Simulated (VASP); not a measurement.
# BaMgPF (P4/nmm) in VASP: single point with r2SCAN

Aim: the single point of BaMgPF with r2SCAN.

Program: VASP 6.6.1. These are calculated values, not measurements. Logs are shortened: lines on timing, memory, paths and dates and some standing lists are left out, and cuts for length are marked.

**1. The cell of the first run**

Symmetry: P4/nmm, No. 129, tetragonal system. Conventional cell: a = 4.318 Å, b = 4.318 Å, c = 9.521 Å, α = 90.00°, β = 90.00°, γ = 90.00°. Ba (site symmetry 4mm) has 4 F at 2.64 Å and 4 P at 3.54 Å within 3.6 Å. P (site symmetry 4mm) has 4 Mg at 2.60 Å within 3.4 Å. Within 3.4 Å of Mg (site symmetry -4m2) lie 4 P at 2.60 Å and 4 Mg at 3.05 Å. F (site symmetry -4m2) has 4 Ba at 2.64 Å and 4 F at 3.05 Å within 3.5 Å.

**2. Single point, r2SCAN**

The input, POSCAR:

```
BaMgPF
1.0
    4.3184004422      0.0000000000      0.0000000000
    0.0000000000      4.3184004422      0.0000000000
    0.0000000000      0.0000000000      9.5214157056
Ba P Mg F
2 2 2 2
Direct
    0.5000000000      0.0000000000      0.1595762517
    0.0000000000      0.5000000000      0.8404237483
    0.5000000000      0.0000000000      0.6522255247
    0.0000000000      0.5000000000      0.3477744753
    0.5000000000      0.5000000000      0.5000000000
    0.0000000000      0.0000000000      0.5000000000
    0.5000000000      0.5000000000      0.0000000000
    0.0000000000      0.0000000000      0.0000000000
```

The input, INCAR.step1:

```
SYSTEM = BaMgPF
PREC = Accurate ; ENCUT = 520
ISMEAR = 0 ; SIGMA = 0.02
LREAL = .False. ; LASPH = .True.
NELM = 100 ; NBANDS = 34
GGA = PE ; ALGO = Normal
EDIFF = 1E-4 ; LWAVE = .True.
LCHARG = .False.
```

The input, INCAR.step2:

```
SYSTEM = BaMgPF
PREC = Accurate ; ENCUT = 520
EDIFF = 1E-7 ; ISMEAR = 0
SIGMA = 0.02 ; LREAL = .False.
LASPH = .True. ; NELM = 100
ALGO = Normal ; ISIF = 2
LWAVE = .False. ; LCHARG = .False.
METAGGA = R2SCAN ; LMIXTAU = .True.
NBANDS = 34 ; ISTART = 1
```

The input, KPOINTS:

```
regular mesh
0
Gamma
  6 6 4
  0 0 0
```

Potentials or basis: VASP PAW PBE potentials, release 64 (Ba_sv, P, Mg, F).

On the command line:

```sh
> cat potpaw_PBE.64/Ba_sv/POTCAR potpaw_PBE.64/P/POTCAR potpaw_PBE.64/Mg/POTCAR potpaw_PBE.64/F/POTCAR > POTCAR
> cp INCAR.step1 INCAR
> mpirun -np 1 vasp_std > vasp.out
> cp INCAR.step2 INCAR
> mpirun -np 1 vasp_std > vasp.out
```

OUTCAR:

```text
SYSTEM = BaMgPF
   PREC = Accurate
   ENCUT = 520
   EDIFF = 1E-7
   ISMEAR = 0
   LREAL = .False.
   LASPH = .True.
   NELM = 100
   ISIF = 2
   METAGGA = R2SCAN
   ISTART = 1

 ion  position               nearest neighbor table
   1  0.500  0.000  0.160-   7 2.64   8 2.64   7 2.64   8 2.64   4 3.54   4 3.54   4 3.54   4 3.54
                             5 3.89   6 3.89   5 3.89   6 3.89   2 4.31   2 4.31   2 4.31   2 4.31
   2  0.000  0.500  0.840-   7 2.64   8 2.64   8 2.64   7 2.64   3 3.54   3 3.54   3 3.54   3 3.54
                             5 3.89   5 3.89   6 3.89   6 3.89   1 4.31   1 4.31   1 4.31   1 4.31
   3  0.500  0.000  0.652-   5 2.60   6 2.60   5 2.60   6 2.60   2 3.54   2 3.54   2 3.54   2 3.54

   4  0.000  0.500  0.348-   5 2.60   6 2.60   6 2.60   5 2.60   1 3.54   1 3.54   1 3.54   1 3.54

   5  0.500  0.500  0.500-   3 2.60   4 2.60   3 2.60   4 2.60   6 3.05   6 3.05   6 3.05   6 3.05
                             2 3.89   1 3.89   2 3.89   1 3.89
   6  0.000  0.000  0.500-   3 2.60   4 2.60   4 2.60   3 2.60   5 3.05   5 3.05   5 3.05   5 3.05
                             1 3.89   2 3.89   2 3.89   1 3.89
   7  0.500  0.500  0.000-   1 2.64   2 2.64   1 2.64   2 2.64
   8  0.000  0.000  0.000-   1 2.64   2 2.64   2 2.64   1 2.64

  LATTYP: Found a simple tetragonal cell.
 ALAT       =     4.3184004422
 C/A-ratio  =     2.2048477979

  Lattice vectors:

 A1 = (   4.3184004422,   0.0000000000,   0.0000000000)
 A2 = (   0.0000000000,   4.3184004422,   0.0000000000)
 A3 = (   0.0000000000,   0.0000000000,   9.5214157056)

Analysis of symmetry for initial positions (statically):
=====================================================================
 Subroutine PRICEL returns:
 Original cell was already a primitive cell.

 Routine SETGRP: Setting up the symmetry group for a
 simple tetragonal supercell.

 Subroutine GETGRP returns: Found 16 space group operations
 (whereof  8 operations were pure point group operations)
 out of a pool of 16 trial point group operations.

The static configuration has the point symmetry D_2d.
 The point group associated with its full space group is D_4h.

Analysis of symmetry for dynamics (positions and initial velocities):
=====================================================================
 Subroutine PRICEL returns:
 Original cell was already a primitive cell.

 Routine SETGRP: Setting up the symmetry group for a
 simple tetragonal supercell.

 Subroutine GETGRP returns: Found 16 space group operations
 (whereof  8 operations were pure point group operations)
 out of a pool of 16 trial point group operations.

The dynamic configuration has the point symmetry D_2d.
 The point group associated with its full space group is D_4h.

 Subroutine INISYM returns: Found 16 space group operations
 (whereof  8 operations are pure point group operations),
 and found     1 'primitive' translations

----------------------------------------------------------------------------------------

                                     Primitive cell

  volume of cell :     177.5609

  direct lattice vectors                    reciprocal lattice vectors
     4.318400442  0.000000000  0.000000000     0.231567223  0.000000000  0.000000000
     0.000000000  4.318400442  0.000000000     0.000000000  0.231567223  0.000000000
     0.000000000  0.000000000  9.521415706     0.000000000  0.000000000  0.105026398

  length of vectors
     4.318400442  4.318400442  9.521415706     0.231567223  0.231567223  0.105026398

  position of ions in fractional coordinates (direct lattice)
     0.500000000  0.000000000  0.159576252
     0.000000000  0.500000000  0.840423748
     0.500000000  0.000000000  0.652225525
     0.000000000  0.500000000  0.347774475
     0.500000000  0.500000000  0.500000000
     0.000000000  0.000000000  0.500000000
     0.500000000  0.500000000  0.000000000
     0.000000000  0.000000000  0.000000000

  ion indices of the primitive-cell ions
   primitive index   ion index
                 1           1
                 2           2
                 3           3
                 4           4
                 5           5
                 6           6
                 7           7
                 8           8

----------------------------------------------------------------------------------------

 KPOINTS: regular mesh

Automatic generation of k-mesh.
 Grid dimensions read from file:
 generate k-points for:    6    6    4

 Generating k-lattice:

  Cartesian coordinates                     Fractional coordinates (reciprocal lattice)
     0.038594537  0.000000000  0.000000000     0.166666667  0.000000000  0.000000000
     0.000000000  0.038594537  0.000000000     0.000000000  0.166666667  0.000000000
     0.000000000  0.000000000  0.026256600     0.000000000  0.000000000  0.250000000

  Length of vectors
     0.038594537  0.038594537  0.026256600

  Shift w.r.t. Gamma in fractional coordinates (k-lattice)
     0.000000000  0.000000000  0.000000000

 Subroutine IBZKPT returns following result:
 ===========================================

 Found     30 irreducible k-points:

 Following reciprocal coordinates:
            Coordinates               Weight
  0.000000  0.000000  0.000000      1.000000
  0.166667  0.000000  0.000000      4.000000
  0.333333  0.000000  0.000000      4.000000
  0.500000  0.000000  0.000000      2.000000
  0.166667  0.166667  0.000000      4.000000
  0.333333  0.166667  0.000000      8.000000
[... 16 lines left out ...]
  0.333333  0.000000  0.500000      4.000000
  0.500000  0.000000  0.500000      2.000000
 [... further k-points ...]
   k-points           NKPTS =     30   k-points in BZ     NKDIM =     30   number of bands    NBANDS=     34
   number of dos      NEDOS =    301   number of ions     NIONS =      8
   total plane-waves  NPLWV =  73728
   dimension x,y,z NGX =    32 NGY =   32 NGZ =   72
   dimension x,y,z NGXF=    64 NGYF=   64 NGZF=  144
   ions per type =               2   2   2   2
   NGX,Y,Z   is equivalent  to a cutoff of  12.32, 12.32, 12.57 a.u.
   NGXF,Y,Z  is equivalent  to a cutoff of  24.64, 24.64, 25.14 a.u.
 SYSTEM =  BaMgPF
   PREC   = accura    normal or accurate (medium, high low for compatibility)
   ISTART =      1    job   : 0-new  1-cont  2-samecut
   ICHARG =      0    charge: 1-file 2-atom 10-const
   ISPIN  =      1    spin polarized calculation?
   LNONCOLLINEAR =      F non collinear calculations
   LSORBIT =      F    spin-orbit coupling
   LASPH  =      T    aspherical Exc in radial PAW
   ENCUT  =  520.0 eV  38.22 Ry    6.18 a.u.   8.03  8.03 17.70*2*pi/ulx,y,z
   NELM   =    100;   NELMIN=  2; NELMDL=  0     # of ELM steps
   EDIFF  = 0.1E-06   stopping-criterion for ELM
   LREAL  =      F    real-space projection
   EDIFFG = 0.1E-05   stopping-criterion for IOM
   NSW    =      0    number of steps for IOM
   IBRION =     -1    ionic relax: 0-MD 1-quasi-New 2-CG
   NFREE  =      0    steps in history (QN), initial steepest desc. (CG)
   ISIF   =      2    stress and relaxation
   ISYM   =      2    0-nonsym 1-usesym 2-fastsym
   POTIM  = 0.5000    time-step for ionic-motion
   TEBEG  =    0.0;   TEEND  =   0.0 temperature during run
   PSTRESS=    0.0 pullay stress
   NELECT =      48.0000    total number of electrons
   NUPDOWN=      -1.0000    fix difference up-down
   EMIN   =  10.00;   EMAX   =-10.00  energy-range for DOS
   EFERMI =   0.00;   METHOD = LEGACY
   ISMEAR =     0;   SIGMA  =   0.02  broadening in eV -4-tet -1-fermi 0-gaus
   EFERMI_NEDOS =   21; number of points for ismear=-14 and -15
   IALGO  =     38    algorithm
   IMIX   =      4    mixing-type and parameters
     AMIX     =   0.40;   BMIX     =  1.00
     AMIX_MAG =   1.60;   BMIX_MAG =  1.00
  volume/ion in A,a.u.               =      22.20       149.78
  Fermi-wavevector in a.u.,A,eV,Ry     =   1.058537  2.000345 15.245342  1.120501
  Thomas-Fermi vector in A             =   2.193850
   LORBIT       =      0    0 simple, 1 ext, 2 COOP (PROOUT), +10 PAW based schemes
   METAGGA = R2SCAN    functional components
   LHFCALC =     F    Hartree Fock is set to
   AEXX    =    0.0000 exact exchange contribution
   IVDW    =     0    specifies the selected vdW correction
   LEPSILON=     F    determine dielectric tensor
   LRPA    =     F    only Hartree local field effects (RPA)
 non-spin polarized calculation
 Gauss-broadening in eV      SIGMA  =   0.02
  energy-cutoff  :      520.00
  volume of cell :      177.56
 maximum number of plane-waves:      4832
   NGX = 17   NGY = 17   NGZ = 35

 number of electron      47.9999974 magnetization

 Free energy of the ion-electron system (eV)
  ---------------------------------------------------
  ext. energy  EPLUGINS =         0.00000000
  ---------------------------------------------------
  free energy    TOTEN  =      -103.54237805 eV

  energy without entropy =     -103.54237805  energy(sigma->0) =     -103.54237805

 E-fermi :   2.5638     XC(G=0):  -9.5002

 val. band max:        2.4156247240   @ k =   0.0000   0.0000   0.0000
 cond. band min:       4.5336566738   @ k =   0.0000   0.0000   0.0000
 fundamental gap:      2.1180319498
 Fermi energy:         2.5637667152

 k-point     1 :       0.0000    0.0000    0.0000
  band No.  band energies     occupation
      1     -25.5295      2.00000
      2     -25.2981      2.00000
      3     -22.1110      2.00000
      4     -22.1068      2.00000
      5     -10.1918      2.00000
      6     -10.1918      2.00000
[... 26 lines left out ...]
     33       8.9639      0.00000
     34       8.9686      0.00000

 k-point     2 :       0.1667    0.0000    0.0000
  band No.  band energies     occupation
      1     -25.4986      2.00000
      2     -25.2963      2.00000
      3     -22.1334      2.00000
      4     -22.1272      2.00000
      5     -10.3031      2.00000
      6     -10.1829      2.00000
[... 26 lines left out ...]
     33       8.2264      0.00000
     34       8.6667      0.00000

 k-point     3 :       0.3333    0.0000    0.0000
  band No.  band energies     occupation
      1     -25.4238      2.00000
      2     -25.3046      2.00000
      3     -22.1770      2.00000
      4     -22.1703      2.00000
      5     -10.3452      2.00000
      6     -10.2698      2.00000
[... 26 lines left out ...]
     33       8.0515      0.00000
     34       8.9358      0.00000

 k-point     4 :       0.5000    0.0000    0.0000
  band No.  band energies     occupation
      1     -25.3472      2.00000
      2     -25.3472      2.00000
      3     -22.1958      2.00000
      4     -22.1958      2.00000
      5     -10.2827      2.00000
      6     -10.2827      2.00000
[... 26 lines left out ...]
     33       8.3590      0.00000
     34       8.3590      0.00000

 k-point     5 :       0.1667    0.1667    0.0000
  band No.  band energies     occupation
      1     -25.4694      2.00000
      2     -25.2924      2.00000
      3     -22.1556      2.00000
      4     -22.1480      2.00000
      5     -10.3629      2.00000
      6     -10.2198      2.00000
[... 621 lines left out ...]
 k-point    22 :       0.1667    0.0000    0.5000
  band No.  band energies     occupation
      1     -25.4986      2.00000
      2     -25.2964      2.00000
      3     -22.1335      2.00000
      4     -22.1269      2.00000
      5     -10.3230      2.00000
      6     -10.1644      2.00000
[... 26 lines left out ...]
     33       8.2554      0.00000
     34       8.9735      0.00000

 k-point    23 :       0.3333    0.0000    0.5000
  band No.  band energies     occupation
      1     -25.4237      2.00000
      2     -25.3047      2.00000
      3     -22.1769      2.00000
      4     -22.1704      2.00000
      5     -10.3603      2.00000
      6     -10.2517      2.00000
[... 26 lines left out ...]
     33       8.2686      0.00000
     34       8.4825      0.00000

 k-point    24 :       0.5000    0.0000    0.5000
  band No.  band energies     occupation
      1     -25.3472      2.00000
      2     -25.3472      2.00000
      3     -22.1957      2.00000
      4     -22.1957      2.00000
      5     -10.2827      2.00000
      6     -10.2827      2.00000
[... 26 lines left out ...]
     33       8.2277      0.00000
     34       8.2277      0.00000

 [... further k-points ...]

------------------------ aborting loop because EDIFF is reached ----------------------------------------

  FORCE on cell =-STRESS in cart. coord.  units (eV):
  Direction    XX          YY          ZZ          XY          YZ          ZX
  --------------------------------------------------------------------------------------
  -------------------------------------------------------------------------------------
  Total        0.4641630      0.4641630      0.4772629      0.0000000      0.0000000      0.0000000
  in kB        4.1882609      4.1882609      4.3064644      0.0000000      0.0000000      0.0000000
  external PRESSURE =       4.2276621 kB  Pullay stress =       0.0000000 kB

 VOLUME and BASIS-vectors are now :
 -----------------------------------------------------------------------------
  energy-cutoff  :      520.00
  volume of cell :      177.56
      direct lattice vectors                 reciprocal lattice vectors
     4.318400442  0.000000000  0.000000000     0.231567223  0.000000000  0.000000000
     0.000000000  4.318400442  0.000000000     0.000000000  0.231567223  0.000000000
     0.000000000  0.000000000  9.521415706     0.000000000  0.000000000  0.105026398

 POSITION                                       TOTAL-FORCE (eV/Angst)
 -----------------------------------------------------------------------------------
      2.15920      0.00000      1.51939        -0.000000      0.000000      0.130727
      0.00000      2.15920      8.00202        -0.000000     -0.000000     -0.130727
      2.15920      0.00000      6.21011        -0.000000      0.000000     -0.062767
      0.00000      2.15920      3.31131         0.000000      0.000000      0.062767
      2.15920      2.15920      4.76071        -0.000000      0.000000     -0.000000
      0.00000      0.00000      4.76071        -0.000000      0.000000     -0.000000
      2.15920      2.15920      0.00000         0.000000     -0.000000     -0.000000
      0.00000      0.00000      0.00000        -0.000000      0.000000     -0.000000
 -----------------------------------------------------------------------------------
    total drift:                                0.000000     -0.000000     -0.000000

  FREE ENERGIE OF THE ION-ELECTRON SYSTEM (eV)
  ---------------------------------------------------
  free  energy   TOTEN  =      -103.5423780543 eV

  energy  without entropy=     -103.5423780543  energy(sigma->0) =     -103.54237805
```

It took 7.7 min on 1 thread of Intel Xeon Platinum 8259CL at 2.50GHz (Skylake/Cascade Lake), shared host; peak memory 0.4 GiB.

What came out:

```yaml
Free_energy: -103.5424 eV
Pressure: 0.4 GPa
Largest_force: 0.131 eV/Å
Band_gap_on_the_k_mesh: 2.12 eV
```

Forces in eV/Å, atoms in the order of the input:
```
Ba   0.000  0.000  0.131
Ba   0.000  0.000 -0.131
P    0.000  0.000 -0.063
P    0.000  0.000  0.063
Mg   0.000  0.000  0.000
Mg   0.000  0.000  0.000
F    0.000  0.000  0.000
F    0.000  0.000  0.000
```

Levels at points of the mesh, in eV from the valence-band top:
```csv
k point,band 21,band 22,band 23,band 24,band 25,band 26,band 27,band 28
"(0.00, 0.00, 0.00)",-1.23,-0.42,0.00,0.00,2.12,2.67,3.41,3.77
"(0.50, 0.00, 0.00)",-0.53,-0.53,-0.51,-0.51,3.57,3.57,3.84,3.84
"(0.50, 0.50, 0.00)",-1.48,-1.48,-1.41,-1.41,2.80,2.80,4.55,4.55
"(0.00, 0.00, 0.50)",-1.23,-0.69,-0.01,-0.01,2.40,3.04,3.17,4.03
"(0.50, 0.00, 0.50)",-0.51,-0.51,-0.50,-0.50,3.74,3.74,3.96,3.96
"(0.50, 0.50, 0.50)",-1.50,-1.50,-1.39,-1.39,3.05,3.05,4.67,4.67
```

Caveat: the PAW data sets were made with another functional, which shifts forces and pressure a little; spin-orbit coupling is left out, which moves the levels of the heavy elements. A k mesh can miss the band edges.
